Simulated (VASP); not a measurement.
A run of VASP 6.6.1:

Contents of POSCAR:

```
Al2O3
1.0
    2.3785015489      1.3732285095      4.3292300000
   -2.3785015489      1.3732285095      4.3292300000
    0.0000000000     -2.7464570191      4.3292300000
Al O
4 6
Direct
    0.8521800000      0.8521800000      0.8521800000
    0.6478200000      0.6478200000      0.6478200000
    0.1478200000      0.1478200000      0.1478200000
    0.3521800000      0.3521800000      0.3521800000
    0.0562500000      0.4437500000      0.7500000000
    0.7500000000      0.0562500000      0.4437500000
    0.4437500000      0.7500000000      0.0562500000
    0.9437500000      0.5562500000      0.2500000000
    0.2500000000      0.9437500000      0.5562500000
    0.5562500000      0.2500000000      0.9437500000
```

INCAR.step1

```
ALGO = Normal
EDIFF = 1E-4
ENCUT = 600
GGA = PE
ISMEAR = 0
LASPH = True
LCHARG = False
LREAL = False
LWAVE = True
NELM = 80
PREC = Accurate
SIGMA = 0.02
```

INCAR.step2

```
ALGO = Normal
EDIFF = 1E-6
EDIFFG = -0.005
ENCUT = 600
IBRION = 2
ISIF = 3
ISMEAR = 0
ISTART = 1
LASPH = True
LCHARG = False
LMIXTAU = True
LREAL = False
LWAVE = False
METAGGA = R2SCAN
NELM = 80
NSW = 100
PREC = Accurate
SIGMA = 0.02
```

Contents of KPOINTS:

```
k-points
0
Gamma
  6 6 6
```

Potentials or basis: VASP PAW PBE potentials, release 64 (Al, O).

Command:

```sh
$ cat potpaw_PBE.64/Al/POTCAR potpaw_PBE.64/O/POTCAR > POTCAR
$ cp INCAR.step1 INCAR
$ mpirun -np 1 vasp_std > vasp.out
$ cp INCAR.step2 INCAR
$ mpirun -np 1 vasp_std > vasp.out
```

Hardware: 1 thread of Intel(R) Xeon(R) 6975P-C (Granite Rapids), on a shared host.

**Question.** How long does it take, and how much memory?

**Answer.** Run time: 21 min on 1 thread of Intel(R) Xeon(R) 6975P-C (Granite Rapids), with other jobs on the host, peak memory 0.31 GiB. Counts: k points 32, ion steps 8.
